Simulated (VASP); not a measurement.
# FeCo3 (P4/mmm) in VASP: single point with PBEsol

Aim: the single point of FeCo3 with PBEsol.

Everything below comes from runs of VASP 6.6.1. Logs are shortened: lines on timing, memory, paths and dates and some standing lists are left out, and cuts for length are marked.

### 1 The cell of the first run

Symmetry: P4/mmm, No. 123, tetragonal system. Conventional cell: a = 2.459 Å, b = 2.459 Å, c = 7.024 Å, α = 90.00°, β = 90.00°, γ = 90.00°. Within 3.2 Å of Fe (site symmetry 4/mmm) lie 4 Fe at 2.46 Å and 8 Co at 2.50 Å. Within 3.2 Å of Co (site symmetry 4mm) lie 8 Co at 2.44 to 2.46 Å and 4 Fe at 2.50 Å. Within 3.2 Å of Co (site symmetry 4/mmm) lie 12 Co at 2.44 to 2.46 Å.

### 2 Single point, PBEsol, collinear spin, ferromagnetic start

INCAR reads:

```
ALGO = Normal
EDIFF = 1E-6
ENCUT = 520
GGA = PS
ISIF = 2
ISMEAR = 0
ISPIN = 2
LASPH = T
LCHARG = T
LELF = T
LMAXMIX = 4
LORBIT = 11
LREAL = F
LUSENCCL = F
LVHAR = T
LWAVE = F
MAGMOM = 2.66 1.81 1.88 1.81
NBANDS = 30
NELM = 150
PREC = Accurate
SIGMA = 0.15
```

KPOINTS reads:

```
k-points
0
Gamma
  16 16 6
```

POSCAR reads:

```
FeCo3
1.0
    2.4586669403      0.0000000000      0.0000000000
    0.0000000000      2.4586669403      0.0000000000
    0.0000000000      0.0000000000      7.0238441314
Fe Co
1 3
Direct
    0.0000000000      0.0000000000      0.0000000000
    0.5000000000      0.5000000000      0.7433820700
    0.0000000000      0.0000000000      0.5000000000
    0.5000000000      0.5000000000      0.2566179300
```

Potentials or basis: VASP PAW PBE potentials, release 64 (Fe, Co).

Command:

```sh
cat potpaw_PBE.64/Fe/POTCAR potpaw_PBE.64/Co/POTCAR > POTCAR
mpirun -np 1 vasp_std > vasp.out
```

OUTCAR:

```text
EDIFF = 1E-6
   ENCUT = 520
   GGA = PS
   ISIF = 2
   ISMEAR = 0
   ISPIN = 2
   LASPH = T
   LORBIT = 11
   LREAL = F
   NELM = 150
   PREC = Accurate

 ion  position               nearest neighbor table
   1  0.000  0.000  0.000-   2 2.50   4 2.50   2 2.50   4 2.50   2 2.50   4 2.50   2 2.50   4 2.50

   2  0.500  0.500  0.743-   3 2.44   3 2.44   3 2.44   3 2.44   1 2.50   1 2.50   1 2.50   1 2.50

   3  0.000  0.000  0.500-   2 2.44   4 2.44   2 2.44   4 2.44   2 2.44   4 2.44   2 2.44   4 2.44

   4  0.500  0.500  0.257-   3 2.44   3 2.44   3 2.44   3 2.44   1 2.50   1 2.50   1 2.50   1 2.50

  LATTYP: Found a simple tetragonal cell.
 ALAT       =     2.4586669403
 C/A-ratio  =     2.8567692583

  Lattice vectors:

 A1 = (   2.4586669403,   0.0000000000,   0.0000000000)
 A2 = (   0.0000000000,   2.4586669403,   0.0000000000)
 A3 = (   0.0000000000,   0.0000000000,   7.0238441314)

Analysis of symmetry for initial positions (statically):
=====================================================================
 Subroutine PRICEL returns:
 Original cell was already a primitive cell.

 Routine SETGRP: Setting up the symmetry group for a
 simple tetragonal supercell.

 Subroutine GETGRP returns: Found 16 space group operations
 (whereof 16 operations were pure point group operations)
 out of a pool of 16 trial point group operations.

The static configuration has the point symmetry D_4h.

Analysis of symmetry for dynamics (positions and initial velocities):
=====================================================================
 Subroutine PRICEL returns:
 Original cell was already a primitive cell.

 Routine SETGRP: Setting up the symmetry group for a
 simple tetragonal supercell.

 Subroutine GETGRP returns: Found 16 space group operations
 (whereof 16 operations were pure point group operations)
 out of a pool of 16 trial point group operations.

The dynamic configuration has the point symmetry D_4h.

Analysis of structural, dynamic, and magnetic symmetry:
=====================================================================
 Subroutine PRICEL returns:
 Original cell was already a primitive cell.

 Routine SETGRP: Setting up the symmetry group for a
 simple tetragonal supercell.

 Subroutine GETGRP returns: Found 16 space group operations
 (whereof 16 operations were pure point group operations)
 out of a pool of 16 trial point group operations.

The overall configuration has the point symmetry D_4h.

 Subroutine INISYM returns: Found 16 space group operations
 (whereof 16 operations are pure point group operations),
 and found     1 'primitive' translations

----------------------------------------------------------------------------------------

                                     Primitive cell

  volume of cell :      42.4594

  direct lattice vectors                    reciprocal lattice vectors
     2.458666940  0.000000000  0.000000000     0.406724467  0.000000000  0.000000000
     0.000000000  2.458666940  0.000000000     0.000000000  0.406724467  0.000000000
     0.000000000  0.000000000  7.023844131     0.000000000  0.000000000  0.142372180

  length of vectors
     2.458666940  2.458666940  7.023844131     0.406724467  0.406724467  0.142372180

  position of ions in fractional coordinates (direct lattice)
     0.000000000  0.000000000  0.000000000
     0.500000000  0.500000000  0.743382070
     0.000000000  0.000000000  0.500000000
     0.500000000  0.500000000  0.256617930

  ion indices of the primitive-cell ions
   primitive index   ion index
                 1           1
                 2           2
                 3           3
                 4           4

----------------------------------------------------------------------------------------

 KPOINTS: k-points

Automatic generation of k-mesh.
 Grid dimensions read from file:
 generate k-points for:   16   16    6

 Generating k-lattice:

  Cartesian coordinates                     Fractional coordinates (reciprocal lattice)
     0.025420279  0.000000000  0.000000000     0.062500000  0.000000000  0.000000000
     0.000000000  0.025420279  0.000000000     0.000000000  0.062500000  0.000000000
     0.000000000  0.000000000  0.023728697     0.000000000  0.000000000  0.166666667

  Length of vectors
     0.025420279  0.025420279  0.023728697

  Shift w.r.t. Gamma in fractional coordinates (k-lattice)
     0.000000000  0.000000000  0.000000000

 Subroutine IBZKPT returns following result:
 ===========================================

 Found    180 irreducible k-points:

 Following reciprocal coordinates:
            Coordinates               Weight
  0.000000  0.000000  0.000000      1.000000
  0.062500  0.000000  0.000000      4.000000
  0.125000  0.000000  0.000000      4.000000
  0.187500  0.000000  0.000000      4.000000
  0.250000  0.000000  0.000000      4.000000
  0.312500  0.000000  0.000000      4.000000
[... 16 lines left out ...]
  0.437500  0.125000  0.000000      8.000000
  0.500000  0.125000  0.000000      4.000000
 [... further k-points ...]
   k-points           NKPTS =    180   k-points in BZ     NKDIM =    180   number of bands    NBANDS=     30
   number of dos      NEDOS =    301   number of ions     NIONS =      4
   total plane-waves  NPLWV =  17496
   dimension x,y,z NGX =    18 NGY =   18 NGZ =   54
   dimension x,y,z NGXF=    36 NGYF=   36 NGZF=  108
   ions per type =               1   3
   NGX,Y,Z   is equivalent  to a cutoff of  12.17, 12.17, 12.78 a.u.
   NGXF,Y,Z  is equivalent  to a cutoff of  24.34, 24.34, 25.56 a.u.
 SYSTEM =  unknown system
   PREC   = accura    normal or accurate (medium, high low for compatibility)
   ISTART =      0    job   : 0-new  1-cont  2-samecut
   ICHARG =      2    charge: 1-file 2-atom 10-const
   ISPIN  =      2    spin polarized calculation?
   LNONCOLLINEAR =      F non collinear calculations
   LSORBIT =      F    spin-orbit coupling
   LASPH  =      T    aspherical Exc in radial PAW
   ENCUT  =  520.0 eV  38.22 Ry    6.18 a.u.   4.57  4.57 13.06*2*pi/ulx,y,z
   NELM   =    150;   NELMIN=  2; NELMDL= -5     # of ELM steps
   EDIFF  = 0.1E-05   stopping-criterion for ELM
   LREAL  =      F    real-space projection
   EDIFFG = 0.1E-04   stopping-criterion for IOM
   NSW    =      0    number of steps for IOM
   IBRION =     -1    ionic relax: 0-MD 1-quasi-New 2-CG
   NFREE  =      0    steps in history (QN), initial steepest desc. (CG)
   ISIF   =      2    stress and relaxation
   ISYM   =      2    0-nonsym 1-usesym 2-fastsym
   POTIM  = 0.5000    time-step for ionic-motion
   TEBEG  =    0.0;   TEEND  =   0.0 temperature during run
   PSTRESS=    0.0 pullay stress
   NELECT =      35.0000    total number of electrons
   NUPDOWN=      -1.0000    fix difference up-down
   EMIN   =  10.00;   EMAX   =-10.00  energy-range for DOS
   EFERMI =   0.00;   METHOD = LEGACY
   ISMEAR =     0;   SIGMA  =   0.15  broadening in eV -4-tet -1-fermi 0-gaus
   EFERMI_NEDOS =   21; number of points for ismear=-14 and -15
   IALGO  =     38    algorithm
   IMIX   =      4    mixing-type and parameters
     AMIX     =   0.40;   BMIX     =  1.00
     AMIX_MAG =   1.60;   BMIX_MAG =  1.00
  volume/ion in A,a.u.               =      10.61        71.63
  Fermi-wavevector in a.u.,A,eV,Ry     =   1.534992  2.900714 32.058049  2.356200
  Thomas-Fermi vector in A             =   2.641843
   LORBIT       =     11    0 simple, 1 ext, 2 COOP (PROOUT), +10 PAW based schemes
   GGA     = PS    functional components
   LHFCALC =     F    Hartree Fock is set to
   AEXX    =    0.0000 exact exchange contribution
   IVDW    =     0    specifies the selected vdW correction
   LEPSILON=     F    determine dielectric tensor
   LRPA    =     F    only Hartree local field effects (RPA)
 spin polarized calculation
 Gauss-broadening in eV      SIGMA  =   0.15
  energy-cutoff  :      520.00
  volume of cell :       42.46
 maximum number of plane-waves:      1174
   NGX =  9   NGY =  9   NGZ = 27

 number of electron      35.0000018 magnetization       7.2142377

 Free energy of the ion-electron system (eV)
  ---------------------------------------------------
  ext. energy  EPLUGINS =         0.00000000
  ---------------------------------------------------
  free energy    TOTEN  =       -32.01313027 eV

  energy without entropy =      -31.96570269  energy(sigma->0) =      -31.98941648

 E-fermi :   9.4407     XC(G=0): -13.6947

 val. band max:        9.4393493810   @ k =   0.3750   0.0000   0.1667
 cond. band min:       9.4449782696   @ k =   0.5000   0.3125   0.1667
 fundamental gap:      0.0056288887
 Fermi energy:         9.4406937952

 spin component 1

 k-point     1 :       0.0000    0.0000    0.0000
  band No.  band energies     occupation
      1       0.2952      1.00000
      2       3.1294      1.00000
      3       3.1460      1.00000
      4       4.0245      1.00000
      5       4.7070      1.00000
      6       5.6992      1.00000
[... 757 lines left out ...]
     28      21.8157      0.00000
     29      22.8606      0.00000

 [... further k-points ...]

 spin component 2

 k-point     1 :       0.0000    0.0000    0.0000
  band No.  band energies     occupation
      1       0.4404      1.00000
      2       3.3628      1.00000
      3       3.4979      1.00000
      4       5.2865      1.00000
      5       6.0192      1.00000
      6       7.0653      1.00000
[... 757 lines left out ...]
     28      22.5053      0.00000
     29      23.3693      0.00000

 [... further k-points ...]

 [bands above 29 left out]

------------------------ aborting loop because EDIFF is reached ----------------------------------------

  FORCE on cell =-STRESS in cart. coord.  units (eV):
  Direction    XX          YY          ZZ          XY          YZ          ZX
  --------------------------------------------------------------------------------------
  -------------------------------------------------------------------------------------
  Total       -0.1415306     -0.1415306     -0.1506164      0.0000000      0.0000000      0.0000000
  in kB       -5.3405587     -5.3405587     -5.6834054      0.0000000      0.0000000      0.0000000
  external PRESSURE =      -5.4548409 kB  Pullay stress =       0.0000000 kB

 VOLUME and BASIS-vectors are now :
 -----------------------------------------------------------------------------
  energy-cutoff  :      520.00
  volume of cell :       42.46
      direct lattice vectors                 reciprocal lattice vectors
     2.458666940  0.000000000  0.000000000     0.406724467  0.000000000  0.000000000
     0.000000000  2.458666940  0.000000000     0.000000000  0.406724467  0.000000000
     0.000000000  0.000000000  7.023844131     0.000000000  0.000000000  0.142372180

 POSITION                                       TOTAL-FORCE (eV/Angst)
 -----------------------------------------------------------------------------------
      0.00000      0.00000      0.00000         0.000000      0.000000      0.000000
      1.22933      1.22933      5.22140         0.000000      0.000000     -0.014230
      0.00000      0.00000      3.51192         0.000000      0.000000      0.000000
      1.22933      1.22933      1.80244         0.000000      0.000000      0.014230
 -----------------------------------------------------------------------------------
    total drift:                                0.000000      0.000000      0.000000

  FREE ENERGIE OF THE ION-ELECTRON SYSTEM (eV)
  ---------------------------------------------------
  free  energy   TOTEN  =       -32.0131302690 eV

  energy  without entropy=      -31.9657026933  energy(sigma->0) =      -31.98941648

 total charge

# of ion       s       p       d       tot
------------------------------------------
    1        0.500   0.556   6.247   7.303
    2        0.508   0.559   7.281   8.348
    3        0.513   0.572   7.280   8.365
    4        0.508   0.559   7.281   8.348
--------------------------------------------------
tot          2.029   2.247  28.089  32.365

 magnetization (x)

# of ion       s       p       d       tot
------------------------------------------
    1       -0.008  -0.037   2.448   2.402
    2       -0.018  -0.048   1.649   1.584
    3       -0.013  -0.045   1.697   1.639
    4       -0.018  -0.048   1.649   1.584
--------------------------------------------------
tot         -0.057  -0.178   7.443   7.208
```

It took 23 min on 1 × NVIDIA H100 80GB with 1 thread of Intel Xeon Platinum 8481C at 2.70GHz (Sapphire Rapids), shared host; peak memory 1.4 GiB.

Results:

```yaml
Free_energy: -32.0131 eV
Pressure: -0.5 GPa
Largest_force: 0.014 eV/Å
Net_moment: 7.21 μB per cell
Site_moments: Fe +2.40; Co +1.58, +1.64 (each value once) μB
Valence_electrons_inside_the_program's_atomic_spheres: Fe 7.30; Co 8.35, 8.37 (each value once)
```

Forces on the atoms (eV/Å):
```
Fe   0.000  0.000  0.000
Co   0.000  0.000 -0.014
Co   0.000  0.000  0.000
Co   0.000  0.000  0.014
```

Levels at points of the mesh, in eV from the Fermi level:
Spin up:
```csv
k point,band 17,band 18,band 19,band 20,band 21,band 22,band 23,band 24,band 25,band 26
"(0.00, 0.00, 0.00)",-1.54,-1.53,-1.11,-0.99,-0.60,-0.24,-0.24,2.45,9.84,15.31
"(0.50, 0.00, 0.00)",-0.56,-0.56,-0.51,-0.49,-0.30,-0.27,1.25,1.47,6.50,6.66
"(0.50, 0.50, 0.00)",-0.32,-0.27,-0.27,0.27,2.67,2.67,8.25,8.25,8.28,8.28
"(0.00, 0.00, 0.50)",-0.83,-0.76,-0.76,-0.66,-0.62,-0.62,-0.40,-0.06,13.57,13.98
"(0.50, 0.00, 0.50)",-0.93,-0.88,-0.87,-0.72,0.84,0.92,0.93,1.31,8.16,8.28
"(0.50, 0.50, 0.50)",-0.44,-0.32,-0.32,0.27,4.61,4.61,4.86,4.86,10.10,10.11
```
Spin down:
| k point | band 10 | band 11 | band 12 | band 13 | band 14 | band 15 | band 16 | band 17 | band 18 | band 19 |
| --- | --- | --- | --- | --- | --- | --- | --- | --- | --- | --- |
| (0.00, 0.00, 0.00) | -0.97 | -0.65 | -0.29 | -0.05 | -0.05 | 0.40 | 0.40 | 0.40 | 0.62 | 0.81 |
| (0.50, 0.00, 0.00) | -1.07 | -1.07 | -0.74 | -0.25 | -0.22 | -0.13 | 0.23 | 0.30 | 0.63 | 1.38 |
| (0.50, 0.50, 0.00) | -1.85 | 0.18 | 0.52 | 1.40 | 1.41 | 1.46 | 1.46 | 1.72 | 1.72 | 1.87 |
| (0.00, 0.00, 0.50) | -0.92 | -0.46 | -0.46 | 0.01 | 0.29 | 0.30 | 0.42 | 0.76 | 0.86 | 0.95 |
| (0.50, 0.00, 0.50) | -1.19 | -1.03 | -0.96 | -0.94 | -0.83 | -0.54 | -0.29 | 0.89 | 0.91 | 1.41 |
| (0.50, 0.50, 0.50) | -0.34 | -0.15 | -0.15 | 0.81 | 0.83 | 0.98 | 1.40 | 1.46 | 1.46 | 1.70 |

Caveat: the PAW data sets were made with another functional, which shifts forces and pressure a little.
